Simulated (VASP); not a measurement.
Write the native input for VASP 6.6.1 that does the following.

| Property | Result |
| --- | --- |
| Task | single point |
| Functional | LDA |
| Potentials or basis | VASP PAW LDA potentials, release 64 (Ta_pv, N) |
| Cutoff | 520 eV |
| k mesh | 10 × 10 × 6 |
| Occupations | fermi-dirac, width 0.05 eV |
| Spin | no spin polarisation |
| Dipole correction | no |
| Further INCAR settings | ALGO = Normal; EDIFF = 1e-06; NBANDS = 20 |

The structure of Ta2N lies in POSCAR:

```
Ta2N
1.0
    3.1538249076      0.0000000000      0.0000000000
   -1.5769124538      2.7312924890      0.0000000000
    0.0000000000      0.0000000000      4.9339252043
Ta N
2 1
Direct
    0.3333333333      0.6666666667      0.2547110000
    0.6666666667      0.3333333333      0.7452890000
    0.0000000000      0.0000000000      0.0000000000
```

This cell differs from its parent crystal: volume scaled by 1.04.

The input as run:

INCAR

```
  PREC = Accurate
  ENCUT = 520
  EDIFF = 1E-6
  ISMEAR = -1
  SIGMA = 0.05
  LREAL = False
  LASPH = True
  NELM = 100
  ALGO = Normal
  ISIF = 2
  LWAVE = False
  LCHARG = False
  NBANDS = 20
```

KPOINTS

```
Automatic mesh
0
Gamma
  10 10 6
```

Potentials or basis: VASP PAW LDA potentials, release 64 (Ta_pv, N).

Launch:

```console
$ cat potpaw_LDA.64/Ta_pv/POTCAR potpaw_LDA.64/N/POTCAR > POTCAR
$ mpirun -np 1 vasp_std > vasp.out
```

Results of the run:

```
Pressure      : -22.4 GPa
Largest force : 0.604 eV/Å
```

It took 38 s on 1 thread of Intel Xeon 6975P-C, on a shared host, peak memory 0.18 GiB.
